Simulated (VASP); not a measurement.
Write the native input for VASP 6.6.1 that does the following.

| Item | Value |
| --- | --- |
| Task | single point |
| Functional | LDA |
| Potentials or basis | VASP PAW LDA potentials, release 64 (Na_pv) |
| Cutoff | 520 eV |
| k mesh | 5 × 5 × 5 |
| Occupations | fermi-dirac, width 0.1 eV |
| Spin | no spin polarisation |
| Dipole correction | no |
| Further INCAR settings | ALGO = Normal; EDIFF = 1e-06; NBANDS = 10 |

The structure of Na lies in POSCAR:

```
Na
1.0
   -2.0287155323      2.0287155323      2.0287155323
    2.0287155323     -2.0287155323      2.0287155323
    2.0287155323      2.0287155323     -2.0287155323
Na
1
Direct
    0.0000000000      0.0000000000      0.0000000000
```

One way to write it, as run:

INCAR

```
  PREC = Accurate
  ENCUT = 520
  EDIFF = 1E-6
  ISMEAR = -1
  SIGMA = 0.1
  LREAL = F
  LASPH = T
  NELM = 80
  ALGO = Normal
  ISIF = 2
  LWAVE = F
  LCHARG = T
  LELF = T
  LVHAR = T
  NBANDS = 10
```

KPOINTS

```
Automatic mesh
0
Gamma
  5 5 5
```

Potentials or basis: VASP PAW LDA potentials, release 64 (Na_pv).

Launch:

```console
$ cat potpaw_LDA.64/Na_pv/POTCAR > POTCAR
$ mpirun -np 1 vasp_std > vasp.out
```

Results of the run:

```yaml
Pressure: 0.0 GPa
```

Caveat: the k points lie up to 0.44 Å⁻¹ apart.

Run time: 3.2 s on 1 thread of Intel(R) Xeon(R) Platinum 8259CL CPU @ 2.50GHz (Skylake/Cascade Lake), on a shared host, peak memory 0.12 GiB.
